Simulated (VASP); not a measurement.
A run of VASP 6.6.1 is set up as follows.

INCAR

```
  ALGO = Normal
  EDIFF = 1E-6
  ENCUT = 520
  GGA = PE
  ISIF = 2
  ISMEAR = 0
  IVDW = 12
  LASPH = T
  LCHARG = T
  LELF = T
  LREAL = F
  LVHAR = T
  LWAVE = F
  NBANDS = 9
  NELM = 80
  PREC = Accurate
  SIGMA = 0.01
```

KPOINTS

```
k-points
0
Gamma
  10 10 10
```

The input POSCAR:

```
LiH
1.0
    0.0000000000      2.0086193919      2.0086193919
    2.0086193919      0.0000000000      2.0086193919
    2.0086193919      2.0086193919      0.0000000000
Li H
1 1
Direct
    0.0000000000      0.0000000000      0.0000000000
    0.5000000000      0.5000000000      0.5000000000
```

Potentials or basis: VASP PAW PBE potentials, release 64 (Li_sv, H).

Run with:

```bash
$ cat potpaw_PBE.64/Li_sv/POTCAR potpaw_PBE.64/H/POTCAR > POTCAR
$ mpirun -np 1 vasp_std > vasp.out
```

(1) Estimate the band gap on the k mesh.

(2) What does it give for the dispersion energy per atom?

Answers

(1) 2.98 eV, direct.

(2) -0.165 eV.
